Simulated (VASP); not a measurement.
# KBr in VASP: further runs

Runs on KBr. Level: HSE06. Tasks: single point.

Everything below comes from runs of VASP 6.6.1. Logs are shortened: lines on timing, memory, paths and dates and some standing lists are left out, and cuts for length are marked.

**1. The cell of the first run**

Symmetry: Fm-3m, No. 225, cubic system. The conventional cell has a = 6.727 Å, b = 6.727 Å, c = 6.727 Å, α = 90.00°, β = 90.00°, γ = 90.00°. Within 4.4 Å of K (site symmetry m-3m) lie 6 Br at 3.36 Å. Br (site symmetry m-3m) has 6 K at 3.36 Å within 4.4 Å.

**2. Single point, HSE06 (strain +1.9%)**

Contents of POSCAR:

```
KBr
1.0
    0.0000000000      3.3633394048      3.3633394048
    3.3633394048      0.0000000000      3.3633394048
    3.3633394048      3.3633394048      0.0000000000
K Br
1 1
Direct
    0.0000000000      0.0000000000      0.0000000000
    0.5000000000      0.5000000000      0.5000000000
```

Contents of INCAR.step1:

```
SYSTEM = KBr
PREC = Accurate
ENCUT = 520
EDIFF = 1E-5
ISMEAR = 0
SIGMA = 0.01
LREAL = .False.
LASPH = .True.
NELM = 60
ALGO = Normal
ISIF = 2
LWAVE = .True.
LCHARG = .False.
NBANDS = 15
GGA = PE
```

Contents of INCAR.step2:

```
SYSTEM = KBr
PREC = Accurate
ENCUT = 520
EDIFF = 1E-6
ISMEAR = 0
SIGMA = 0.01
LREAL = .False.
LASPH = .True.
NELM = 60
ALGO = Normal
ISIF = 2
LWAVE = .False.
LCHARG = .False.
GGA = PE
LHFCALC = .True.
HFSCREEN = 0.2079
PRECFOCK = Normal
NBANDS = 15
ISTART = 1
```

Contents of KPOINTS:

```
Automatic mesh
0
Gamma
  4 4 4
  0 0 0
```

Potentials or basis: VASP PAW PBE potentials, release 64 (K_sv, Br).

Launch:

```
> cat potpaw_PBE.64/K_sv/POTCAR potpaw_PBE.64/Br/POTCAR > POTCAR
> cp INCAR.step1 INCAR
> mpirun -np 1 vasp_std > vasp.out
> cp INCAR.step2 INCAR
> mpirun -np 1 vasp_std > vasp.out
```

OUTCAR:

```text
SYSTEM = KBr
   PREC = Accurate
   ENCUT = 520
   EDIFF = 1E-6
   ISMEAR = 0
   LREAL = .False.
   LASPH = .True.
   NELM = 60
   ISIF = 2
   GGA = PE
   LHFCALC = .True.
   HFSCREEN = 0.2079
   PRECFOCK = Normal
   ISTART = 1

 ion  position               nearest neighbor table
   1  0.000  0.000  0.000-
   2  0.500  0.500  0.500-

  LATTYP: Found a face centered cubic cell.
 ALAT       =     6.7266788096

  Lattice vectors:

 A1 = (   0.0000000000,   3.3633394048,   3.3633394048)
 A2 = (   3.3633394048,   0.0000000000,   3.3633394048)
 A3 = (   3.3633394048,   3.3633394048,   0.0000000000)

Analysis of symmetry for initial positions (statically):
=====================================================================
 Subroutine PRICEL returns:
 Original cell was already a primitive cell.

 Routine SETGRP: Setting up the symmetry group for a
 face centered cubic supercell.

 Subroutine GETGRP returns: Found 48 space group operations
 (whereof 48 operations were pure point group operations)
 out of a pool of 48 trial point group operations.

The static configuration has the point symmetry O_h .

Analysis of symmetry for dynamics (positions and initial velocities):
=====================================================================
 Subroutine PRICEL returns:
 Original cell was already a primitive cell.

 Routine SETGRP: Setting up the symmetry group for a
 face centered cubic supercell.

 Subroutine GETGRP returns: Found 48 space group operations
 (whereof 48 operations were pure point group operations)
 out of a pool of 48 trial point group operations.

The dynamic configuration has the point symmetry O_h .

 Subroutine INISYM returns: Found 48 space group operations
 (whereof 48 operations are pure point group operations),
 and found     1 'primitive' translations

----------------------------------------------------------------------------------------

                                     Primitive cell

  volume of cell :      76.0925

  direct lattice vectors                    reciprocal lattice vectors
     0.000000000  3.363339405  3.363339405    -0.148661773  0.148661773  0.148661773
     3.363339405  0.000000000  3.363339405     0.148661773 -0.148661773  0.148661773
     3.363339405  3.363339405  0.000000000     0.148661773  0.148661773 -0.148661773

  length of vectors
     4.756480201  4.756480201  4.756480201     0.257489744  0.257489744  0.257489744

  position of ions in fractional coordinates (direct lattice)
     0.000000000  0.000000000  0.000000000
     0.500000000  0.500000000  0.500000000

  ion indices of the primitive-cell ions
   primitive index   ion index
                 1           1
                 2           2

----------------------------------------------------------------------------------------

 KPOINTS: Automatic mesh

Automatic generation of k-mesh.
 Grid dimensions read from file:
 generate k-points for:    4    4    4

 Generating k-lattice:

  Cartesian coordinates                     Fractional coordinates (reciprocal lattice)
    -0.037165443  0.037165443  0.037165443     0.250000000  0.000000000  0.000000000
     0.037165443 -0.037165443  0.037165443     0.000000000  0.250000000  0.000000000
     0.037165443  0.037165443 -0.037165443     0.000000000  0.000000000  0.250000000

  Length of vectors
     0.064372436  0.064372436  0.064372436

  Shift w.r.t. Gamma in fractional coordinates (k-lattice)
     0.000000000  0.000000000  0.000000000

 Subroutine IBZKPT returns following result:
 ===========================================

 Found      8 irreducible k-points:

 Following reciprocal coordinates:
            Coordinates               Weight
  0.000000  0.000000  0.000000      1.000000
  0.250000  0.000000  0.000000      8.000000
  0.500000  0.000000  0.000000      4.000000
  0.250000  0.250000  0.000000      6.000000
  0.500000  0.250000  0.000000     24.000000
 -0.250000  0.250000  0.000000     12.000000
  0.500000  0.500000  0.000000      3.000000
 -0.250000  0.500000  0.250000      6.000000
   k-points           NKPTS =      8   k-points in BZ     NKDIM =     64   number of bands    NBANDS=     15
   number of dos      NEDOS =    301   number of ions     NIONS =      2
   total plane-waves  NPLWV =  46656
   dimension x,y,z NGX =    36 NGY =   36 NGZ =   36
   dimension x,y,z NGXF=    72 NGYF=   72 NGZF=   72
   ions per type =               1   1
   NGX,Y,Z   is equivalent  to a cutoff of  12.58, 12.58, 12.58 a.u.
   NGXF,Y,Z  is equivalent  to a cutoff of  25.17, 25.17, 25.17 a.u.
 SYSTEM =  KBr
   PREC   = accura    normal or accurate (medium, high low for compatibility)
   ISTART =      1    job   : 0-new  1-cont  2-samecut
   ICHARG =      0    charge: 1-file 2-atom 10-const
   ISPIN  =      1    spin polarized calculation?
   LNONCOLLINEAR =      F non collinear calculations
   LSORBIT =      F    spin-orbit coupling
   LASPH  =      T    aspherical Exc in radial PAW
   ENCUT  =  520.0 eV  38.22 Ry    6.18 a.u.   8.84  8.84  8.84*2*pi/ulx,y,z
   NELM   =     60;   NELMIN=  2; NELMDL=  0     # of ELM steps
   EDIFF  = 0.1E-05   stopping-criterion for ELM
   LREAL  =      F    real-space projection
   EDIFFG = 0.1E-04   stopping-criterion for IOM
   NSW    =      0    number of steps for IOM
   IBRION =     -1    ionic relax: 0-MD 1-quasi-New 2-CG
   NFREE  =      0    steps in history (QN), initial steepest desc. (CG)
   ISIF   =      2    stress and relaxation
   ISYM   =      3    0-nonsym 1-usesym 2-fastsym
   POTIM  = 0.5000    time-step for ionic-motion
   TEBEG  =    0.0;   TEEND  =   0.0 temperature during run
   PSTRESS=    0.0 pullay stress
   NELECT =      16.0000    total number of electrons
   NUPDOWN=      -1.0000    fix difference up-down
   EMIN   =  10.00;   EMAX   =-10.00  energy-range for DOS
   EFERMI =   0.00;   METHOD = LEGACY
   ISMEAR =     0;   SIGMA  =   0.01  broadening in eV -4-tet -1-fermi 0-gaus
   EFERMI_NEDOS =   21; number of points for ismear=-14 and -15
   IALGO  =     38    algorithm
   IMIX   =      1    mixing-type and parameters
     AMIX     =   0.40;   BMIX     =  1.00
     AMIX_MAG =   1.60;   BMIX_MAG =  1.00
  volume/ion in A,a.u.               =      38.05       256.75
  Fermi-wavevector in a.u.,A,eV,Ry     =   0.973496  1.839641 12.894164  0.947694
  Thomas-Fermi vector in A             =   2.103880
   LORBIT       =      0    0 simple, 1 ext, 2 COOP (PROOUT), +10 PAW based schemes
   GGA     = PE    functional components
   LHFCALC =     T    Hartree Fock is set to
   PRECFOCK=normal    Normal, Fast or Accurate (Low or Medium for compatibility)
   ENCUT4O =  -1.0   cutoff for four orbital integrals eV
   NKREDX  =     1    reduce k-point grid by
   NKREDY  =     1    reduce k-point grid by
   NKREDZ  =     1    reduce k-point grid by
   AEXX    =    0.2500 exact exchange contribution
   HFSCREEN=    0.2079 screening length (either q_TF or 0.3 A-1)
   HFSCREENC=   0.2079 screening length for correlation (either q_TF or 0.3 A-1)
   ENCUTFOCK=  -1.0 apply spherical cutoff to Coloumb kernel
   IVDW    =     0    specifies the selected vdW correction
   LEPSILON=     F    determine dielectric tensor
   LRPA    =     F    only Hartree local field effects (RPA)
 non-spin polarized calculation
 Gauss-broadening in eV      SIGMA  =   0.01
  energy-cutoff  :      520.00
  volume of cell :       76.09
 maximum number of plane-waves:      2085
  NGX = 28; NGY = 28; NGZ = 28

 number of electron      16.0000002 magnetization

 Free energy of the ion-electron system (eV)
  ---------------------------------------------------
  ext. energy  EPLUGINS =         0.00000000
  ---------------------------------------------------
  free energy    TOTEN  =        -7.17069007 eV

  energy without entropy =       -7.17069007  energy(sigma->0) =       -7.17069007

 E-fermi :  -2.7365     XC(G=0):  -6.0036

 val. band max:       -2.8251668776   @ k =   0.0000   0.0000   0.0000
 cond. band min:       2.6132503307   @ k =   0.0000   0.0000   0.0000
 fundamental gap:      5.4384172083
 Fermi energy:        -2.7364687400

 k-point     1 :       0.0000    0.0000    0.0000
  band No.  band energies     occupation
      1     -32.9201      2.00000
      2     -16.0773      2.00000
      3     -15.0394      2.00000
      4     -15.0394      2.00000
      5     -15.0394      2.00000
      6      -2.8252      2.00000
      7      -2.8252      2.00000
      8      -2.8252      2.00000
      9       2.6133      0.00000
     10       6.1148      0.00000
     11       6.1148      0.00000
     12       6.1148      0.00000
     13       7.0325      0.00000
     14       7.0325      0.00000
     15       9.7519      0.00000

 k-point     2 :       0.2500    0.0000    0.0000
  band No.  band energies     occupation
      1     -32.9180      2.00000
      2     -16.1625      2.00000
      3     -15.0410      2.00000
      4     -15.0410      2.00000
      5     -14.9173      2.00000
      6      -3.4465      2.00000
      7      -2.9787      2.00000
      8      -2.9787      2.00000
      9       3.8349      0.00000
     10       5.8791      0.00000
     11       6.8193      0.00000
     12       6.8193      0.00000
     13       7.7578      0.00000
     14       7.7578      0.00000
     15      10.6664      0.00000
[... 77 lines left out ...]
      3     -15.1124      2.00000
      4     -15.0686      2.00000
      5     -15.0686      2.00000
      6      -3.6266      2.00000
      7      -3.1101      2.00000
      8      -3.1101      2.00000
      9       4.2891      0.00000
     10       5.4428      0.00000
     11       7.6193      0.00000
     12       8.0425      0.00000
     13       8.2540      0.00000
     14       9.5163      0.00000
     15       9.5163      0.00000

 k-point     8 :      -0.2500    0.5000    0.2500
  band No.  band energies     occupation
      1     -32.9145      2.00000
      2     -16.0682      2.00000
      3     -15.0903      2.00000
      4     -15.0903      2.00000
      5     -14.9505      2.00000
      6      -3.3979      2.00000
      7      -3.3979      2.00000
      8      -3.3245      2.00000
      9       5.7433      0.00000
     10       5.7433      0.00000
     11       6.5304      0.00000
     12       7.4222      0.00000
     13       9.1021      0.00000
     14       9.5486      0.00000
     15       9.6682      0.00000

------------------------ aborting loop because EDIFF is reached ----------------------------------------

  FORCE on cell =-STRESS in cart. coord.  units (eV):
  Direction    XX          YY          ZZ          XY          YZ          ZX
  --------------------------------------------------------------------------------------
  -------------------------------------------------------------------------------------
  Total       -0.1639926     -0.1639926     -0.1639926      0.0000000      0.0000000      0.0000000
  in kB       -3.4529701     -3.4529701     -3.4529701      0.0000000      0.0000000      0.0000000
  external PRESSURE =      -3.4529701 kB  Pullay stress =       0.0000000 kB

 VOLUME and BASIS-vectors are now :
 -----------------------------------------------------------------------------
  energy-cutoff  :      520.00
  volume of cell :       76.09
      direct lattice vectors                 reciprocal lattice vectors
     0.000000000  3.363339405  3.363339405    -0.148661773  0.148661773  0.148661773
     3.363339405  0.000000000  3.363339405     0.148661773 -0.148661773  0.148661773
     3.363339405  3.363339405  0.000000000     0.148661773  0.148661773 -0.148661773

 POSITION                                       TOTAL-FORCE (eV/Angst)
 -----------------------------------------------------------------------------------
      0.00000      0.00000      0.00000         0.000000     -0.000000      0.000000
      3.36334      3.36334      3.36334         0.000000      0.000000     -0.000000
 -----------------------------------------------------------------------------------
    total drift:                               -0.000000     -0.000001     -0.000001

  FREE ENERGIE OF THE ION-ELECTRON SYSTEM (eV)
  ---------------------------------------------------
  free  energy   TOTEN  =        -7.1706900683 eV

  energy  without entropy=       -7.1706900683  energy(sigma->0) =       -7.17069007
```

Wall time 12 min (1 thread of Intel Xeon Platinum 8259CL at 2.50GHz (Skylake/Cascade Lake), shared host); peak memory 0.32 GiB.

What came out:

* Free energy: -7.1707 eV
* Pressure: -0.3 GPa
* Band gap on the k mesh: 5.44 eV

Caveat: the cell differs from its parent crystal (strain +1.9%); the PAW data sets were made with another functional, which shifts forces and pressure a little.

(Part 1 of 2 ends here.)
